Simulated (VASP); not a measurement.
# Pt (Fm-3m) in VASP: further runs, part 2 of 2

VASP 6.6.1.

### 6 Relaxation of cell and atoms, LDA

This run uses another cell than the first one, of 14.75 Å³/atom, 0.963 times its volume.

INCAR

```
PREC = Accurate ; ENCUT = 600
EDIFF = 1E-6 ; ISMEAR = -1
SIGMA = 0.15 ; LREAL = False
LASPH = True ; NELM = 80
ALGO = Normal ; ISIF = 3
LWAVE = False ; LCHARG = False
GGA = CA ; IBRION = 2
NSW = 80 ; EDIFFG = -0.001
```

KPOINTS

```
Automatic mesh
0
Gamma
  16 16 16
```

POSCAR

```
Pt
1.0
    0.0000000000      1.9466910575      1.9466910575
    1.9466910575      0.0000000000      1.9466910575
    1.9466910575      1.9466910575      0.0000000000
Pt
1
Direct
    0.0000000000      0.0000000000      0.0000000000
```

Potentials or basis: VASP PAW LDA potentials, release 64 (Pt).

Run with:

```
$ cat potpaw_LDA.64/Pt/POTCAR > POTCAR
$ mpirun -np 1 vasp_std > vasp.out
```

OUTCAR:

```text
PREC = Accurate
   ENCUT = 600
   EDIFF = 1E-6
   ISMEAR = -1
   LREAL = False
   LASPH = True
   NELM = 80
   ISIF = 3
   GGA = CA
   IBRION = 2
   NSW = 80
   EDIFFG = -0.001

 ion  position               nearest neighbor table
   1  0.000  0.000  0.000-

  LATTYP: Found a face centered cubic cell.
 ALAT       =     3.8933821150

  Lattice vectors:

 A1 = (   0.0000000000,   1.9466910575,   1.9466910575)
 A2 = (   1.9466910575,   0.0000000000,   1.9466910575)
 A3 = (   1.9466910575,   1.9466910575,   0.0000000000)

Analysis of symmetry for initial positions (statically):
=====================================================================
 Subroutine PRICEL returns:
 Original cell was already a primitive cell.

 Routine SETGRP: Setting up the symmetry group for a
 face centered cubic supercell.

 Subroutine GETGRP returns: Found 48 space group operations
 (whereof 48 operations were pure point group operations)
 out of a pool of 48 trial point group operations.

The static configuration has the point symmetry O_h .

Analysis of symmetry for dynamics (positions and initial velocities):
=====================================================================
 Subroutine PRICEL returns:
 Original cell was already a primitive cell.

 Routine SETGRP: Setting up the symmetry group for a
 face centered cubic supercell.

 Subroutine GETGRP returns: Found 48 space group operations
 (whereof 48 operations were pure point group operations)
 out of a pool of 48 trial point group operations.

The dynamic configuration has the point symmetry O_h .

 Subroutine INISYM returns: Found 48 space group operations
 (whereof 48 operations are pure point group operations),
 and found     1 'primitive' translations

----------------------------------------------------------------------------------------

[... 119 lines left out ...]
   LEPSILON=     F    determine dielectric tensor
   LRPA    =     F    only Hartree local field effects (RPA)
 conjugate gradient relaxation of ions
 non-spin polarized calculation
  energy-cutoff  :      600.00
  volume of cell :       14.75
 maximum number of plane-waves:       531
 NGX is ok and might be reduce to    24
   NGX = 11   NGY = 11   NGZ = 11

--------------------------------------- Ionic step        1  -------------------------------------------

 number of electron      10.0000000 magnetization

 number of electron       9.9999999 magnetization

 Free energy of the ion-electron system (eV)
  ---------------------------------------------------
  ext. energy  EPLUGINS =         0.00000000
  ---------------------------------------------------
  free energy    TOTEN  =        -7.56607178 eV

  energy without entropy =       -7.45918132  energy(sigma->0) =       -7.51262655

------------------------ aborting loop because EDIFF is reached ----------------------------------------

  FORCE on cell =-STRESS in cart. coord.  units (eV):
  Direction    XX          YY          ZZ          XY          YZ          ZX
  --------------------------------------------------------------------------------------
  -------------------------------------------------------------------------------------
  Total        0.1580675      0.1580675      0.1580675      0.0000000      0.0000000      0.0000000
  in kB       17.1645321     17.1645321     17.1645321      0.0000000      0.0000000      0.0000000
  external PRESSURE =      17.1645321 kB  Pullay stress =       0.0000000 kB
[... 57 lines left out ...]
--------------------------------------- Ionic step        3  -------------------------------------------

 number of electron       9.9999999 magnetization

 Free energy of the ion-electron system (eV)
  ---------------------------------------------------
  ext. energy  EPLUGINS =         0.00000000
  ---------------------------------------------------
  free energy    TOTEN  =        -7.56650976 eV

  energy without entropy =       -7.45891673  energy(sigma->0) =       -7.51271324

 E-fermi :  11.4749     XC(G=0): -13.7822

 val. band max:       11.4720261114   @ k =   0.5000   0.3125   0.0625
 cond. band min:      11.4808949774   @ k =   0.4375   0.1250   0.0000
 fundamental gap:      0.0088688660
 Fermi energy:        11.4749392356

 k-point     1 :       0.0000    0.0000    0.0000
  band No.  band energies     occupation
      1       1.0299      2.00000
      2       7.5401      2.00000
      3       7.5401      2.00000
      4       7.5401      2.00000
      5       9.7894      1.99997
      6       9.7894      1.99997
      7      26.0349      0.00000
      8      31.0462      0.00000
      9      31.0462      0.00000
[... 265 lines left out ...]
 k-point    24 :      -0.0625    0.0625    0.0000
  band No.  band energies     occupation
      1       1.4513      2.00000
      2       7.3334      2.00000
      3       7.6939      2.00000
      4       7.7400      2.00000
      5       9.5883      1.99999
      6       9.8161      1.99997
      7      26.6891      0.00000
      8      29.4729      0.00000
      9      31.1400      0.00000

 [... further k-points ...]
[... 5 lines left out ...]
  --------------------------------------------------------------------------------------
  -------------------------------------------------------------------------------------
  Total       -0.0003440     -0.0003440     -0.0003440      0.0000000      0.0000000      0.0000000
  in kB       -0.0371504     -0.0371504     -0.0371504      0.0000000      0.0000000      0.0000000
  external PRESSURE =      -0.0371504 kB  Pullay stress =       0.0000000 kB
[... 16 lines left out ...]
  FREE ENERGIE OF THE ION-ELECTRON SYSTEM (eV)
  ---------------------------------------------------
  free  energy   TOTEN  =        -7.5665097562 eV

  energy  without entropy=       -7.4589167308  energy(sigma->0) =       -7.51271324

 reached required accuracy - stopping structural energy minimisation
```

CONTCAR:

```text
Pt
   1.00000000000000
     0.0000000000000000    1.9503346930568761    1.9503346930568761
     1.9503346930568761   -0.0000000000000000    1.9503346930568761
     1.9503346930568761    1.9503346930568761   -0.0000000000000000
  Pt
     1
Direct
     0.0000000000000000    0.0000000000000000    0.0000000000000000

  0.00000000E+00  0.00000000E+00  0.00000000E+00
```

Run time: 23 s. Hardware: 1 thread of Intel Xeon Platinum 8488C (Sapphire Rapids), shared host; peak memory 0.15 GiB.

Results:

| Item | Value |
| --- | --- |
| Free energy | -7.5665 eV |
| Relaxed volume | 14.84 Å³/atom |
| Relaxed cell | a = 2.758 Å, b = 2.758 Å, c = 2.758 Å, α = 60.00°, β = 60.00°, γ = 60.00° |
| Space group after relaxing (to 0.05 Å) | Fm-3m (No. 225) |
| Energy gained by relaxing | 0.4 meV/atom |
| Ionic steps | 3 |
| Pressure after relaxing | 0.0 GPa |
| Band gap on the k mesh | zero (band 5 reaches 11.97 eV, above the bottom of band 6 at 9.68 eV) |

Step by step:
```
step  energy change (eV)  largest force (eV/Å)  pressure (GPa)  volume (Å³)
   1              0.0000                0.0000            1.72        14.75
   2              0.0036                0.0000           -4.99        15.09
   3             -0.0004                0.0000            0.00        14.84
```

Final structure:
```
Pt
1.0
     0.00000    1.95033    1.95033
     1.95033    0.00000    1.95033
     1.95033    1.95033    0.00000
Pt
1
Cartesian
  0.0000 0.0000 0.0000
```

Levels at points of the mesh, in eV from the Fermi level:
```csv
k point,band 3,band 4,band 5,band 6,band 7,band 8
"(0.00, 0.00, 0.00)",-3.93,-3.93,-1.69,-1.69,14.56,19.57
"(0.50, 0.00, 0.00)",-3.99,-0.56,0.03,0.03,5.94,14.13
"(0.50, 0.50, 0.00)",0.01,0.49,0.49,1.72,9.03,11.37
```

Caveat: spin-orbit coupling is left out, which moves the levels of the heavy elements.

### 7 Summary

| task | cell | k mesh | cutoff (eV) | smearing | gap on the mesh (eV) | pressure (GPa) | relaxed volume (Å³/atom) |
| --- | --- | --- | --- | --- | --- | --- | --- |
| relaxation of cell and atoms | relaxed from a = 2.788 Å, angles 60.0°, 1 atom | 8 × 8 × 8 | 600 | gaussian 0.1 eV | none | -0.5 | - |
| single point | a = 2.753 Å, angles 60.0°, 1 atom | 16 × 16 × 16 | 520 | gaussian 0.1 eV | none | 0.8 | - |
| single point | a = 2.755 Å, angles 60.0°, 1 atom | 16 × 16 × 16 | 520 | fermi-dirac 0.15 eV | none | 0.8 | - |
| relaxation of cell and atoms | relaxed from a = 2.752 Å, angles 60.0°, 1 atom | 16 × 16 × 16 | 600 | gaussian 0.1 eV | none | 0.0 | 14.80 |
| relaxation of cell and atoms | relaxed from a = 2.753 Å, angles 60.0°, 1 atom | 16 × 16 × 16 | 600 | fermi-dirac 0.15 eV | none | 0.0 | 14.84 |

Alike in all rows: level LDA; potentials or basis VASP PAW LDA potentials, release 64 (Pt); no spin polarisation.

Caveats: spin-orbit coupling is left out, which moves the levels of the heavy elements.

Absolute energies hang on the potentials; compare differences alone.
